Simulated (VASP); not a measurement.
# Si (P6_3/mmc) in VASP: relaxation of cell and atoms with r2SCAN

Aim: the relaxation of cell and atoms of Si with r2SCAN.

Everything below comes from runs of VASP 6.6.1. Logs are shortened: lines on timing, memory, paths and dates and some standing lists are left out, and cuts for length are marked.

### Step 1. The cell of the first run

The structure is hexagonal, space group P6_3/mmc (No. 194). Conventional cell: a = 3.852 Å, b = 3.852 Å, c = 6.365 Å, α = 90.00°, β = 90.00°, γ = 120.00°. Within 3.1 Å of Si (site symmetry 3m) lie 4 Si at 2.36 to 2.38 Å.

This isn't the form of Si at room conditions, which is diamond.

### Step 2. Relaxation of cell and atoms, r2SCAN

POSCAR

```
Si
1.0
    3.8515735454      0.0000000000      0.0000000000
   -1.9257867727      3.3355605348      0.0000000000
    0.0000000000      0.0000000000      6.3645780744
Si
4
Direct
    0.3333333333      0.6666666667      0.0004225455
    0.6666666667      0.3333333333      0.5004225455
    0.3333333333      0.6666666667      0.3745774545
    0.6666666667      0.3333333333      0.8745774545
```

INCAR.step1

```
SYSTEM = Si
  PREC = Accurate
  ENCUT = 600
  ISMEAR = -1
  SIGMA = 0.02
  LREAL = .False.
  LASPH = .True.
  NELM = 60
  GGA = PE
  ALGO = Normal
  EDIFF = 1E-4
  LWAVE = .True.
  LCHARG = .False.
```

INCAR.step2

```
SYSTEM = Si
  PREC = Accurate
  ENCUT = 600
  EDIFF = 1E-6
  ISMEAR = -1
  SIGMA = 0.02
  LREAL = .False.
  LASPH = .True.
  NELM = 60
  ALGO = Normal
  ISIF = 3
  LWAVE = .False.
  LCHARG = .False.
  METAGGA = R2SCAN
  LMIXTAU = .True.
  IBRION = 2
  NSW = 80
  EDIFFG = -0.005
  ISTART = 1
```

KPOINTS

```
regular mesh
0
Gamma
  12 12 4
  0 0 0
```

Potentials or basis: VASP PAW PBE potentials, release 64 (Si).

Run with:

```
> cat potpaw_PBE.64/Si/POTCAR > POTCAR
> cp INCAR.step1 INCAR
> mpirun -np 1 vasp_std > vasp.out
> cp INCAR.step2 INCAR
> mpirun -np 1 vasp_std > vasp.out
```

OUTCAR:

```text
SYSTEM = Si
   PREC = Accurate
   ENCUT = 600
   EDIFF = 1E-6
   ISMEAR = -1
   LREAL = .False.
   LASPH = .True.
   NELM = 60
   ISIF = 3
   METAGGA = R2SCAN
   IBRION = 2
   NSW = 80
   EDIFFG = -0.005
   ISTART = 1

 ion  position               nearest neighbor table
   1  0.333  0.667  0.000-   4 2.36   4 2.36   4 2.36   3 2.38
   2  0.667  0.333  0.500-   3 2.36   3 2.36   3 2.36   4 2.38
   3  0.333  0.667  0.375-   2 2.36   2 2.36   2 2.36   1 2.38
   4  0.667  0.333  0.875-   1 2.36   1 2.36   1 2.36   2 2.38

  LATTYP: Found a hexagonal cell.
 ALAT       =     3.8515735454
 C/A-ratio  =     1.6524617794

  Lattice vectors:

 A1 = (   3.8515735454,   0.0000000000,   0.0000000000)
 A2 = (  -1.9257867727,   3.3355605348,   0.0000000000)
 A3 = (   0.0000000000,   0.0000000000,   6.3645780744)

Analysis of symmetry for initial positions (statically):
=====================================================================
 Subroutine PRICEL returns:
 Original cell was already a primitive cell.

 Routine SETGRP: Setting up the symmetry group for a
 hexagonal supercell.

 Subroutine GETGRP returns: Found 24 space group operations
 (whereof  6 operations were pure point group operations)
 out of a pool of 24 trial point group operations.

The static configuration has the point symmetry C_3v.
 The point group associated with its full space group is D_6h.

Analysis of symmetry for dynamics (positions and initial velocities):
=====================================================================
 Subroutine PRICEL returns:
 Original cell was already a primitive cell.

 Routine SETGRP: Setting up the symmetry group for a
 hexagonal supercell.

 Subroutine GETGRP returns: Found 24 space group operations
 (whereof  6 operations were pure point group operations)
 out of a pool of 24 trial point group operations.

The dynamic configuration has the point symmetry C_3v.
 The point group associated with its full space group is D_6h.

 Subroutine INISYM returns: Found 24 space group operations
 (whereof  6 operations are pure point group operations),
 and found     1 'primitive' translations

----------------------------------------------------------------------------------------

                                     Primitive cell

  volume of cell :      81.7667

  direct lattice vectors                    reciprocal lattice vectors
     3.851573545  0.000000000  0.000000000     0.259634144  0.149899843  0.000000000
    -1.925786773  3.335560535  0.000000000     0.000000000  0.299799686  0.000000000
     0.000000000  0.000000000  6.364578074     0.000000000  0.000000000  0.157119606

  length of vectors
     3.851573545  3.851573545  6.364578074     0.299799686  0.299799686  0.157119606

  position of ions in fractional coordinates (direct lattice)
     0.333333333  0.666666667  0.000422546
     0.666666667  0.333333333  0.500422546
     0.333333333  0.666666667  0.374577454
     0.666666667  0.333333333  0.874577454

  ion indices of the primitive-cell ions
   primitive index   ion index
                 1           1
                 2           2
                 3           3
                 4           4

----------------------------------------------------------------------------------------

 KPOINTS: regular mesh

Automatic generation of k-mesh.
 Grid dimensions read from file:
 generate k-points for:   12   12    4

 Generating k-lattice:

  Cartesian coordinates                     Fractional coordinates (reciprocal lattice)
     0.021636179  0.012491654  0.000000000     0.083333333  0.000000000  0.000000000
     0.000000000  0.024983307  0.000000000     0.000000000  0.083333333  0.000000000
     0.000000000  0.000000000  0.039279902     0.000000000  0.000000000  0.250000000

  Length of vectors
     0.024983307  0.024983307  0.039279902

  Shift w.r.t. Gamma in fractional coordinates (k-lattice)
     0.000000000  0.000000000  0.000000000

 Subroutine IBZKPT returns following result:
 ===========================================

 Found     57 irreducible k-points:

 Following reciprocal coordinates:
            Coordinates               Weight
  0.000000  0.000000  0.000000      1.000000
  0.083333  0.000000  0.000000      6.000000
  0.166667  0.000000  0.000000      6.000000
  0.250000 -0.000000  0.000000      6.000000
  0.333333  0.000000  0.000000      6.000000
  0.416667 -0.000000  0.000000      6.000000
[... 16 lines left out ...]
  0.250000 -0.000000  0.250000     12.000000
  0.333333  0.000000  0.250000     12.000000
 [... further k-points ...]
   k-points           NKPTS =     57   k-points in BZ     NKDIM =     57   number of bands    NBANDS=     12
   number of dos      NEDOS =    301   number of ions     NIONS =      4
   total plane-waves  NPLWV =  55296
   dimension x,y,z NGX =    32 NGY =   32 NGZ =   54
   dimension x,y,z NGXF=    64 NGYF=   64 NGZF=  108
   ions per type =               4
   NGX,Y,Z   is equivalent  to a cutoff of  13.81, 13.81, 14.11 a.u.
   NGXF,Y,Z  is equivalent  to a cutoff of  27.62, 27.62, 28.21 a.u.
 SYSTEM =  Si
   PREC   = accura    normal or accurate (medium, high low for compatibility)
   ISTART =      1    job   : 0-new  1-cont  2-samecut
   ICHARG =      0    charge: 1-file 2-atom 10-const
   ISPIN  =      1    spin polarized calculation?
   LNONCOLLINEAR =      F non collinear calculations
   LSORBIT =      F    spin-orbit coupling
   LASPH  =      T    aspherical Exc in radial PAW
   ENCUT  =  600.0 eV  44.10 Ry    6.64 a.u.   7.69  7.69 12.71*2*pi/ulx,y,z
   NELM   =     60;   NELMIN=  2; NELMDL=  0     # of ELM steps
   EDIFF  = 0.1E-05   stopping-criterion for ELM
   LREAL  =      F    real-space projection
   EDIFFG = -.5E-02   stopping-criterion for IOM
   NSW    =     80    number of steps for IOM
   IBRION =      2    ionic relax: 0-MD 1-quasi-New 2-CG
   NFREE  =      1    steps in history (QN), initial steepest desc. (CG)
   ISIF   =      3    stress and relaxation
   ISYM   =      2    0-nonsym 1-usesym 2-fastsym
   POTIM  = 0.5000    time-step for ionic-motion
   TEBEG  =    0.0;   TEEND  =   0.0 temperature during run
   PSTRESS=    0.0 pullay stress
   NELECT =      16.0000    total number of electrons
   NUPDOWN=      -1.0000    fix difference up-down
   EMIN   =  10.00;   EMAX   =-10.00  energy-range for DOS
   EFERMI =   0.00;   METHOD = LEGACY
   ISMEAR =    -1;   SIGMA  =   0.02  broadening in eV -4-tet -1-fermi 0-gaus
   EFERMI_NEDOS =   21; number of points for ismear=-14 and -15
   IALGO  =     38    algorithm
   IMIX   =      4    mixing-type and parameters
     AMIX     =   0.40;   BMIX     =  1.00
     AMIX_MAG =   1.60;   BMIX_MAG =  1.00
  volume/ion in A,a.u.               =      20.44       137.95
  Fermi-wavevector in a.u.,A,eV,Ry     =   0.950435  1.796063 12.290517  0.903327
  Thomas-Fermi vector in A             =   2.078812
   LORBIT       =      0    0 simple, 1 ext, 2 COOP (PROOUT), +10 PAW based schemes
   METAGGA = R2SCAN    functional components
   LHFCALC =     F    Hartree Fock is set to
   AEXX    =    0.0000 exact exchange contribution
   IVDW    =     0    specifies the selected vdW correction
   LEPSILON=     F    determine dielectric tensor
   LRPA    =     F    only Hartree local field effects (RPA)
 conjugate gradient relaxation of ions
 non-spin polarized calculation
  energy-cutoff  :      600.00
  volume of cell :       81.77
 maximum number of plane-waves:      2762
 NGX is ok and might be reduce to    32
   NGX = 15   NGY = 15   NGZ = 25

--------------------------------------- Ionic step        1  -------------------------------------------

 number of electron      16.0000000 magnetization

 Free energy of the ion-electron system (eV)
  ---------------------------------------------------
  ext. energy  EPLUGINS =         0.00000000
  ---------------------------------------------------
  free energy    TOTEN  =       -35.04272301 eV

  energy without entropy =      -35.04272301  energy(sigma->0) =      -35.04272301

------------------------ aborting loop because EDIFF is reached ----------------------------------------

  FORCE on cell =-STRESS in cart. coord.  units (eV):
  Direction    XX          YY          ZZ          XY          YZ          ZX
  --------------------------------------------------------------------------------------
  -------------------------------------------------------------------------------------
  Total       -0.8027664     -0.8027664     -0.7164271      0.0000000      0.0000000      0.0000000
  in kB      -15.7297967    -15.7297967    -14.0380234      0.0000000      0.0000000      0.0000000
  external PRESSURE =     -15.1658723 kB  Pullay stress =       0.0000000 kB
[... 213 lines left out ...]
  energy  without entropy=      -35.0490852725  energy(sigma->0) =      -35.04908527

--------------------------------------- Ionic step        7  -------------------------------------------

 number of electron      16.0000000 magnetization

 Free energy of the ion-electron system (eV)
  ---------------------------------------------------
  ext. energy  EPLUGINS =         0.00000000
  ---------------------------------------------------
  free energy    TOTEN  =       -35.04908598 eV

  energy without entropy =      -35.04908598  energy(sigma->0) =      -35.04908598

 E-fermi :   6.2689     XC(G=0):  -9.8337

 val. band max:        5.9643468842   @ k =   0.0000   0.0000   0.0000
 cond. band min:       6.5826778302   @ k =   0.5000  -0.0000   0.0000
 fundamental gap:      0.6183309460
 Fermi energy:         6.2689287790

 k-point     1 :       0.0000    0.0000    0.0000
  band No.  band energies     occupation
      1      -6.8159      2.00000
      2      -4.4195      2.00000
      3      -1.5706      2.00000
      4       4.3582      2.00000
      5       4.3582      2.00000
      6       5.5840      2.00000
      7       5.9643      2.00000
      8       5.9643      2.00000
      9       7.3504      0.00000
     10       8.1374      0.00000
     11       8.1374      0.00000
     12       8.5139      0.00000
[... 331 lines left out ...]
 k-point    24 :       0.3333    0.0000    0.2500
  band No.  band energies     occupation
      1      -5.3034      2.00000
      2      -3.7875      2.00000
      3      -1.0678      2.00000
      4       0.7818      2.00000
      5       1.4897      2.00000
      6       3.2006      2.00000
      7       4.0998      2.00000
      8       4.3458      2.00000
      9       6.8567      0.00000
     10       7.9939      0.00000
     11       8.4814      0.00000
     12      10.1543      0.00000

 [... further k-points ...]

------------------------ aborting loop because EDIFF is reached ----------------------------------------

  FORCE on cell =-STRESS in cart. coord.  units (eV):
  Direction    XX          YY          ZZ          XY          YZ          ZX
  --------------------------------------------------------------------------------------
  -------------------------------------------------------------------------------------
  Total        0.0197614      0.0197614     -0.0109606      0.0000000      0.0000000      0.0000000
  in kB        0.3936057      0.3936057     -0.2183127      0.0000000      0.0000000      0.0000000
  external PRESSURE =       0.1896329 kB  Pullay stress =       0.0000000 kB
[... 19 lines left out ...]
  FREE ENERGIE OF THE ION-ELECTRON SYSTEM (eV)
  ---------------------------------------------------
  free  energy   TOTEN  =       -35.0490859818 eV

  energy  without entropy=      -35.0490859807  energy(sigma->0) =      -35.04908598

 reached required accuracy - stopping structural energy minimisation
```

Wall time 12 min (1 thread of Oxide Virtual Turin-like, shared host); peak memory 0.22 GiB.

Results:

| Property | Result |
| --- | --- |
| Free energy | -35.0491 eV |
| Relaxed volume | 20.11 Å³/atom |
| Relaxed cell | a = 3.829 Å, b = 3.829 Å, c = 6.337 Å, α = 90.00°, β = 90.00°, γ = 120.00° |
| Space group after relaxing (to 0.1 Å) | P6_3/mmc (No. 194) |
| Energy gained by relaxing | 1.6 meV/atom |
| Ionic steps | 7 |
| Pressure after relaxing | 0.0 GPa |
| Band gap on the k mesh | 0.62 eV (least direct gap 1.39 eV) |

Step by step:
```csv
step,energy change (eV),largest force (eV/Å),pressure (GPa),volume (Å³)
1,0.0000,0.0027,-1.52,81.77
2,-0.0028,0.0226,1.20,79.50
3,-0.0063,0.0137,0.01,80.45
4,-0.0063,0.0135,-0.02,80.48
5,-0.0064,0.0010,-0.02,80.48
6,-0.0064,0.0034,-0.03,80.48
7,-0.0064,0.0009,0.02,80.44
```

Final structure:
```yaml
crystal:
  lattice:
    - [3.82861, 0.00000, 0.00000]
    - [-1.91431, 3.31567, 0.00000]
    - [0.00000, 0.00000, 6.33655]
  atoms:
    - { symbol: Si, position: [0.33333, 0.66667, 0.00057] }
    - { symbol: Si, position: [0.66667, 0.33333, 0.50057] }
    - { symbol: Si, position: [0.33333, 0.66667, 0.37443] }
    - { symbol: Si, position: [0.66667, 0.33333, 0.87443] }
```

Caveat: the PAW data sets were made with another functional, which shifts forces and pressure a little. A k mesh can miss the band edges.
